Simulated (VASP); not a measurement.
# BeZn4O (P4/mmm) in VASP: notebook, part 2 of 2

VASP 6.6.1. Earlier steps stand in the parts before.

**4. Relaxation of cell and atoms, PBE**

This run uses another cell than the first one, of 15.62 Å³/atom.

INCAR reads:

```
SYSTEM = BeZn4O
  PREC = Accurate
  ENCUT = 600
  EDIFF = 1E-7
  ISMEAR = 0
  SIGMA = 0.1
  LREAL = .False.
  LASPH = .True.
  NELM = 100
  ALGO = Normal
  ISIF = 3
  LWAVE = .False.
  LCHARG = .False.
  GGA = PE
  IBRION = 2
  NSW = 90
  EDIFFG = -0.04
```

KPOINTS reads:

```
regular mesh
0
Gamma
  4 4 4
  0 0 0
```

POSCAR reads:

```
BeZn4O
1.0
    4.0506916300      0.0000000000      0.0000000000
    0.0000000000      4.0506916300      0.0000000000
    0.0000000000      0.0000000000      5.7120151000
Be Zn O
1 4 1
Direct
    0.5000000000      0.5000000000      0.5000000000
    0.5000000000      0.0000000000      0.7490356600
    0.0000000000      0.5000000000      0.2509643400
    0.5000000000      0.0000000000      0.2509643400
    0.0000000000      0.5000000000      0.7490356600
    0.0000000000      0.0000000000      0.0000000000
```

Potentials or basis: VASP PAW PBE potentials, release 64 (Be, Zn, O).

Launch:

```console
$ cat potpaw_PBE.64/Be/POTCAR potpaw_PBE.64/Zn/POTCAR potpaw_PBE.64/O/POTCAR > POTCAR
$ mpirun -np 1 vasp_std > vasp.out
```

OUTCAR:

```text
SYSTEM = BeZn4O
   PREC = Accurate
   ENCUT = 600
   EDIFF = 1E-7
   ISMEAR = 0
   LREAL = .False.
   LASPH = .True.
   NELM = 100
   ISIF = 3
   GGA = PE
   IBRION = 2
   NSW = 90
   EDIFFG = -0.04

 ion  position               nearest neighbor table
   1  0.500  0.500  0.500-   2 2.47   3 2.47   4 2.47   5 2.47   2 2.47   4 2.47   3 2.47   5 2.47

   2  0.500  0.000  0.749-   1 2.47   1 2.47   6 2.48   6 2.48   4 2.84   5 2.86   5 2.86   5 2.86
                             5 2.86   4 2.87
   3  0.000  0.500  0.251-   1 2.47   1 2.47   6 2.48   6 2.48   5 2.84   4 2.86   4 2.86   4 2.86
                             4 2.86   5 2.87
   4  0.500  0.000  0.251-   1 2.47   1 2.47   6 2.48   6 2.48   2 2.84   3 2.86   3 2.86   3 2.86
                             3 2.86   2 2.87
   5  0.000  0.500  0.749-   1 2.47   1 2.47   6 2.48   6 2.48   3 2.84   2 2.86   2 2.86   2 2.86
                             2 2.86   3 2.87
   6  0.000  0.000  0.000-   2 2.48   3 2.48   4 2.48   5 2.48   3 2.48   5 2.48   2 2.48   4 2.48

[... 194 lines left out ...]
  Total       -5.5087655     -5.5087655     -3.4798561      0.0000000      0.0000000     -0.0000000
  in kB      -94.1709936    -94.1709936    -59.4872855      0.0000000      0.0000000     -0.0000000
  external PRESSURE =     -82.6097576 kB  Pullay stress =       0.0000000 kB
[... 267 lines left out ...]
--------------------------------------- Ionic step        8  -------------------------------------------

 number of electron      56.0000001 magnetization

 Free energy of the ion-electron system (eV)
  ---------------------------------------------------
  ext. energy  EPLUGINS =         0.00000000
  ---------------------------------------------------
  free energy    TOTEN  =       -13.91608855 eV

  energy without entropy =      -13.90831037  energy(sigma->0) =      -13.91219946

 E-fermi :   3.1668     XC(G=0): -10.9940

 val. band max:        3.1325208340   @ k =   0.2500   0.0000   0.2500
 cond. band min:       3.2146945121   @ k =   0.0000   0.0000   0.5000
 fundamental gap:      0.0821736781
 Fermi energy:         3.1667731674

 k-point     1 :       0.0000    0.0000    0.0000
  band No.  band energies     occupation
      1     -15.6510      2.00000
      2      -6.0054      2.00000
      3      -5.3440      2.00000
      4      -5.0323      2.00000
      5      -4.9601      2.00000
      6      -4.9601      2.00000
[... 670 lines left out ...]
  FREE ENERGIE OF THE ION-ELECTRON SYSTEM (eV)
  ---------------------------------------------------
  free  energy   TOTEN  =       -13.9160885475 eV

  energy  without entropy=      -13.9083103693  energy(sigma->0) =      -13.91219946

 reached required accuracy - stopping structural energy minimisation
```

OSZICAR:

```text
N       E                     dE             d eps       ncg     rms          rms(c)
DAV:   1     0.377602351509E+03    0.37760E+03   -0.29925E+04  1188   0.258E+03
[... 88 lines left out ...]
DAV:   3    -0.139174439577E+02    0.27154E-02   -0.83571E-03  1550   0.641E-01    0.266E-01
DAV:   4    -0.139163914255E+02    0.10525E-02   -0.20111E-03  1448   0.374E-01    0.119E-01
DAV:   5    -0.139160791727E+02    0.31225E-03   -0.29914E-04  1576   0.215E-01    0.102E-02
DAV:   6    -0.139160869867E+02   -0.78140E-05   -0.89924E-05  1295   0.656E-02    0.757E-03
DAV:   7    -0.139160872567E+02   -0.27003E-06   -0.58630E-06  1383   0.209E-02    0.386E-03
DAV:   8    -0.139160884476E+02   -0.11909E-05   -0.59949E-07  1256   0.875E-03    0.105E-03
DAV:   9    -0.139160885475E+02   -0.99856E-07   -0.17843E-07   731   0.549E-03
   8 F= -.13916089E+02 E0= -.13912199E+02  d E =-.575315E-03
```

CONTCAR:

```text
BeZn4O
   1.00000000000000
     3.8119167132923515   -0.0000000000000000   -0.0000000000000000
    -0.0000000000000000    3.8119167132923515   -0.0000000000000000
     0.0000000000000000    0.0000000000000000    5.6636297273588712
  Be              Zn              O
     1     4     1
Direct
     0.5000000000000000    0.5000000000000000    0.5000000000000000
     0.5000000000000000    0.0000000000000000    0.7454192151047688
     1.0000000000000000    0.5000000000000000    0.2545807848952311
     0.5000000000000000    0.0000000000000000    0.2545807848952311
     0.0000000000000000    0.5000000000000000    0.7454192151047687
     0.0000000000000000    0.0000000000000000    0.0000000000000000

  0.00000000E+00  0.00000000E+00  0.00000000E+00
  0.00000000E+00  0.00000000E+00  0.00000000E+00
  0.00000000E+00  0.00000000E+00  0.00000000E+00
  0.00000000E+00  0.00000000E+00  0.00000000E+00
  0.00000000E+00  0.00000000E+00  0.00000000E+00
  0.00000000E+00  0.00000000E+00  0.00000000E+00
```

It took 9.1 min on 1 thread of Intel Xeon 8259CL, shared host; peak memory 0.26 GiB.

Results:

```yaml
Free_energy: -13.9161 eV
Relaxed_volume: 13.72 Å³/atom
Relaxed_cell: a = 3.812 Å, b = 3.812 Å, c = 5.664 Å, α = 90.00°, β = 90.00°, γ = 90.00°
Space_group_after_relaxing_to_0.1_Å: P4/mmm (No. 123)
Energy_gained_by_relaxing: 63.8 meV/atom
Ionic_steps: 8
Pressure_after_relaxing: -0.2 GPa
Largest_force_after_relaxing: 0.018 eV/Å
Band_gap_on_the_k_mesh: zero (bands 28 and 29 overlap by 1.76 eV)
```

Forces in eV/Å, atoms in the order of the input:
```
Be   0.000  0.000  0.000
Zn   0.000  0.000  0.018
Zn   0.000  0.000 -0.018
Zn   0.000  0.000 -0.018
Zn   0.000  0.000  0.018
O    0.000  0.000  0.000
```

The path:
| step | energy change (eV) | largest force (eV/Å) | pressure (GPa) | volume (Å³) |
| --- | --- | --- | --- | --- |
| 1 | 0.0000 | 0.0477 | -8.26 | 93.72 |
| 2 | -0.3574 | 0.1264 | -1.14 | 83.21 |
| 3 | -0.3638 | 0.1351 | 0.18 | 81.89 |
| 4 | -0.3638 | 0.1364 | 0.43 | 81.66 |
| 5 | -0.3746 | 0.0752 | 0.39 | 81.71 |
| 6 | -0.3816 | 0.0541 | 0.37 | 81.77 |
| 7 | -0.3820 | 0.0308 | 0.38 | 81.76 |
| 8 | -0.3826 | 0.0184 | -0.17 | 82.30 |

Final structure:
```
Be Zn O
1.0
     3.81192    0.00000    0.00000
     0.00000    3.81192    0.00000
     0.00000    0.00000    5.66363
Be Zn O
1 4 1
Direct
  0.50000 0.50000 0.50000
  0.50000 0.00000 0.74542
  0.00000 0.50000 0.25458
  0.50000 0.00000 0.25458
  0.00000 0.50000 0.74542
  0.00000 0.00000 0.00000
```

Levels at points of the mesh, in eV from the Fermi level:
```
           k point  band 24  band 25  band 26  band 27  band 28  band 29  band 30  band 31  band 32  band 33
(0.00, 0.00, 0.00)    -4.17    -4.17    -1.96    -1.54     0.53     0.53     1.28     3.73     3.73     4.21
(0.50, 0.00, 0.00)    -5.04    -3.94    -3.69    -3.25     0.78     0.99     1.40     1.94     5.04     5.64
(0.50, 0.50, 0.00)    -4.80    -4.54    -3.17    -3.17    -1.90    -0.93     0.57     0.57     3.67     3.67
(0.00, 0.00, 0.50)    -3.92    -3.92    -3.51     0.05     0.05     1.88     2.02     2.41     3.73     4.09
(0.50, 0.00, 0.50)    -6.04    -3.62    -2.70    -2.69    -1.57     1.74     4.07     4.56     4.81     5.04
(0.50, 0.50, 0.50)    -5.28    -3.89    -3.89    -3.71    -3.07     1.12     1.37     1.37     1.74     5.54
```

Caveat: the k points lie up to 0.41 Å⁻¹ apart in the final cell, too coarse for converged energies and pressures of a metal.

**5. Single point, PBE**

This run uses another cell than the first one, of 13.66 Å³/atom.

INCAR reads:

```
ALGO = Normal ; EDIFF = 1E-6
ENCUT = 520 ; GGA = PE
ISIF = 2 ; ISMEAR = 0
LASPH = True ; LCHARG = False
LREAL = False ; LWAVE = False
NBANDS = 37 ; NELM = 60
PREC = Accurate ; SIGMA = 0.1
```

KPOINTS reads:

```
k-points
0
Gamma
  10 10 8
```

POSCAR reads:

```
BeZn4O
1.0
    3.8355094114      0.0000000000      0.0000000000
    0.0000000000      3.8355094114      0.0000000000
    0.0000000000      0.0000000000      5.5702060303
Be Zn O
1 4 1
Direct
    0.5000000000      0.5000000000      0.5000000000
    0.5000000000      0.0000000000      0.7449282600
    0.0000000000      0.5000000000      0.2550717400
    0.5000000000      0.0000000000      0.2550717400
    0.0000000000      0.5000000000      0.7449282600
    0.0000000000      0.0000000000      0.0000000000
```

Launch:

```console
$ cat potpaw_PBE.64/Be/POTCAR potpaw_PBE.64/Zn/POTCAR potpaw_PBE.64/O/POTCAR > POTCAR
$ mpirun -np 1 vasp_std > vasp.out
```

Run time: 7.8 min. Hardware: 1 thread of Intel Xeon 8259CL, shared host; peak memory 0.37 GiB.

Results (log left out):

| Property | Result |
| --- | --- |
| Free energy | -13.6924 eV |
| Pressure | 0.2 GPa |
| Largest force | 0.003 eV/Å |
| Band gap on the k mesh | zero (bands 28 and 29 overlap by 1.67 eV) |

Forces in eV/Å, atoms in the order of the input:
```
Be   0.000  0.000  0.000
Zn   0.000  0.000 -0.003
Zn   0.000  0.000  0.003
Zn   0.000  0.000  0.003
Zn   0.000  0.000 -0.003
O    0.000  0.000  0.000
```

Levels at points of the mesh, in eV from the Fermi level:
| k point | band 24 | band 25 | band 26 | band 27 | band 28 | band 29 | band 30 | band 31 | band 32 | band 33 |
| --- | --- | --- | --- | --- | --- | --- | --- | --- | --- | --- |
| (0.00, 0.00, 0.00) | -4.15 | -4.15 | -1.85 | -1.34 | 0.55 | 0.55 | 1.15 | 3.88 | 3.88 | 4.16 |
| (0.50, 0.00, 0.00) | -4.91 | -3.84 | -3.65 | -3.00 | 0.83 | 1.23 | 1.37 | 2.00 | 4.96 | 5.63 |
| (0.50, 0.50, 0.00) | -4.72 | -4.48 | -3.11 | -3.11 | -1.69 | -0.85 | 0.77 | 0.77 | 3.68 | 3.68 |
| (0.00, 0.00, 0.50) | -3.87 | -3.87 | -3.37 | 0.07 | 0.07 | 1.78 | 2.30 | 2.34 | 4.05 | 4.19 |
| (0.50, 0.00, 0.50) | -5.96 | -3.57 | -2.60 | -2.58 | -1.41 | 1.74 | 4.40 | 4.74 | 4.92 | 5.01 |
| (0.50, 0.50, 0.50) | -5.23 | -3.88 | -3.88 | -3.61 | -2.95 | 1.24 | 1.47 | 1.47 | 1.98 | 5.89 |

**6. Summary**

```csv
task,cell,k mesh,cutoff (eV),gap on the mesh (eV),pressure (GPa),largest force (eV/Å)
single point,"a = 3.808, b = 3.808, c = 5.663 Å, 6 atoms, atomic positions A",4 × 4 × 4,520,none,0.1,0.01
single point,"a = 4.051, b = 4.051, c = 5.712 Å, 6 atoms, atomic positions B",4 × 4 × 4,520,none,-8.2,0.05
relaxation of cell and atoms,"relaxed from a = 4.051, b = 4.051, c = 5.712 Å, 6 atoms, atomic positions B",4 × 4 × 4,600,none,-0.2,0.02
single point,"a = 3.836, b = 3.836, c = 5.570 Å, 6 atoms, atomic positions A",10 × 10 × 8,520,none,0.2,-
```

Alike in all rows: level PBE; potentials or basis VASP PAW PBE potentials, release 64 (Be, Zn, O); no spin polarisation; smearing gaussian 0.1 eV.

Caveats: some runs use coarse meshes.

Absolute energies hang on the potentials; compare differences alone.
